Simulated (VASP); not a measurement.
## C2SeN2: single point with PBE+D3(BJ)

Crystal: C2SeN2.

```
C Se N
1.0
     4.45721   -3.64300    0.00000
     4.45721    3.64300    0.00000
     0.00000    0.00000   13.18408
C Se N
8 4 8
Direct
  0.06596 0.27944 0.59512
  0.25593 0.01771 0.34843
  0.76533 0.54303 0.13755
  0.48292 0.74965 0.88700
  0.97992 0.70659 0.38012
  0.80373 0.95754 0.62821
  0.18733 0.46095 0.86717
  0.50101 0.19612 0.09102
  0.76106 0.28726 0.62869
  0.30690 0.71480 0.39846
  0.78867 0.20732 0.14837
  0.18407 0.72250 0.94299
  0.23214 0.34202 0.56641
  0.22337 0.20305 0.30921
  0.79505 0.74217 0.14306
  0.66410 0.80392 0.87190
  0.77583 0.70630 0.38287
  0.79431 0.75989 0.61400
  0.16063 0.28044 0.83028
  0.33294 0.13927 0.05521
```

This cell differs from its parent crystal: dynamics (nvt langevin) at 300 K, volume x 1.03, from the last frame before.

- Program: VASP 6.6.1
- Task: single point
- Functional: PBE
- Dispersion: D3(BJ)
- Potentials or basis: VASP PAW PBE potentials, release 64 (C, Se, N)
- Cutoff: 520 eV
- k mesh: 2 × 2 × 1, shifted
- Occupations: fermi-dirac, width 0.0259 eV
- Spin: no spin polarisation

- Pressure: -0.2 GPa
- Largest force: 2.746 eV/Å
- Band gap on the k mesh: 3.19 eV (least direct gap 3.20 eV)
- Dispersion energy per atom: -0.110 eV

Forces in eV/Å, atoms in the order of the input:
```
C   -0.814  0.572  0.390
C   -0.013 -0.068 -0.286
C    1.718  0.823  0.354
C   -0.778  0.963  1.088
C   -0.197  0.492  0.609
C   -0.041  0.418 -0.315
C   -2.381 -1.062 -0.864
C   -1.257  0.480 -0.609
Se  -0.696  0.612  0.369
Se  -0.849 -0.297 -0.031
Se   0.769  0.144  0.111
Se   1.646 -0.076 -0.336
N    1.908 -1.227 -0.721
N    0.289  0.328 -0.098
N   -2.309 -1.227 -0.346
N    0.400 -0.405 -0.393
N    0.717 -0.488 -0.175
N   -0.368 -0.330  0.349
N    1.288  0.663  0.362
N    0.966 -0.316  0.541
```

Stress tensor (GPa, compression positive):
```
-0.43 -0.73 -0.57
-0.73 -0.19 -0.01
-0.57 -0.01  0.07
```

Levels at points of the mesh, in eV from the valence-band top:
| k point | band 45 | band 46 | band 47 | band 48 | band 49 | band 50 | band 51 | band 52 |
| --- | --- | --- | --- | --- | --- | --- | --- | --- |
| (0.25, 0.25, 0.00) | -0.56 | -0.39 | -0.22 | -0.01 | 3.19 | 3.59 | 3.77 | 3.83 |

Wall time 110 s on 1 thread of AMD EPYC 9R45 96-Core Processor (Zen 5) (shared host), peak memory 0.45 GiB.

Caveat: the k points lie up to 0.56 Å⁻¹ apart; the atoms stand as in a frame of molecular dynamics; a shifted mesh leaves out Γ, where band edges can lie; forces of over 1 eV/Å act on the atoms, so gaps and moduli don't describe the material at rest. A k mesh can miss the band edges.
